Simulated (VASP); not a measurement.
The system is VMo.

```xyz
2
Lattice="1.5373 -2.2240 0.0000 1.5373 2.2240 0.0000 0.0000 0.0000 4.2290" Properties=species:S:1:pos:R:3 pbc="T T T"
V     1.5373    0.0000    2.1145
Mo    0.0000    0.0000    0.0000
```

Base run:

- Program: VASP 6.6.1
- Functional: LDA
- Potentials or basis: VASP PAW LDA potentials, release 64 (V_sv, Mo_sv)
- Cutoff: 520 eV
- k mesh: 11 × 11 × 7
- Occupations: fermi-dirac, width 0.05 eV
- Spin: collinear spin, ferromagnetic start
- Starting moments: [0.5, 0.5] μB
- Fixed moment: 1 μB

Its results: pressure -8.0 GPa; site moments V +0.65; Mo +0.15 μB.

Question: The run is repeated on the same cell with these changes: fixed moment from 1 μB to 0.6 μB; moments at the start from [0.5, 0.5] to [0.3, 0.3]. What comes out?

Answer: Pressure -9.4 GPa; site moments V +0.39; Mo +0.08 μB.

Caveats: the cell stands under tension; the total moment is fixed, so each spin has its own Fermi level.
